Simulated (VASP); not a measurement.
Wanted: the native input for a VASP 6.6.1 run.

* Task: single point
* Functional: PBEsol
* Potentials or basis: VASP PAW PBE potentials, release 64 (W_sv, S)
* Cutoff: 500 eV
* k mesh: 12 × 12 × 4
* Occupations: gaussian, width 0.02 eV
* Spin: no spin polarisation
* Dipole correction: no
* Further INCAR settings: ALGO = Normal; EDIFF = 1e-06; NBANDS = 35

The structure of WS2 (pbesol) lies in POSCAR:

```
WS2
1.0
    3.1288333384      0.0000000000      0.0000000000
   -1.5644166692      2.7096491552      0.0000000000
    0.0000000000      0.0000000000     12.0649678524
W S
2 4
Direct
    0.3333333333      0.6666666667      0.2500000000
    0.6666666667      0.3333333333      0.7500000000
    0.3333333333      0.6666666667      0.6198462173
    0.6666666667      0.3333333333      0.1198462173
    0.3333333333      0.6666666667      0.8801537827
    0.6666666667      0.3333333333      0.3801537827
```

This cell differs from its parent crystal: volume scaled by 0.94, then relaxed in part.

These files were run (other wordings do the same):

INCAR

```
SYSTEM = WS2
ALGO = Normal
EDIFF = 1E-6
ENCUT = 500
GGA = PS
GGA_COMPAT = .False.
ISIF = 2
ISMEAR = 0
LASPH = .True.
LCHARG = .False.
LREAL = .False.
LWAVE = .False.
NBANDS = 35
NELM = 120
PREC = Accurate
SIGMA = 0.02
```

KPOINTS

```
k-points
0
Gamma
  12 12 4
  0 0 0
```

Potentials or basis: VASP PAW PBE potentials, release 64 (W_sv, S).

Launch:

```console
$ cat potpaw_PBE.64/W_sv/POTCAR potpaw_PBE.64/S/POTCAR > POTCAR
$ mpirun -np 1 vasp_std > vasp.out
```

Results of the run:

```yaml
Pressure: 2.3 GPa
Largest_force: 0.019 eV/Å
Band_gap_on_the_k_mesh: 0.83 eV, indirect (least direct gap 1.90 eV)
```

Caveat: the PAW data sets were made with another functional, which shifts forces and pressure a little; spin-orbit coupling is left out, which moves the levels of the heavy elements; this functional lacks dispersion, which binds the layers, so the pressure and a relaxed spacing across them are unreliable.

Wall time 4.9 min on 1 thread of Intel Xeon 6975P-C, with other jobs on the host, peak memory 0.31 GiB.
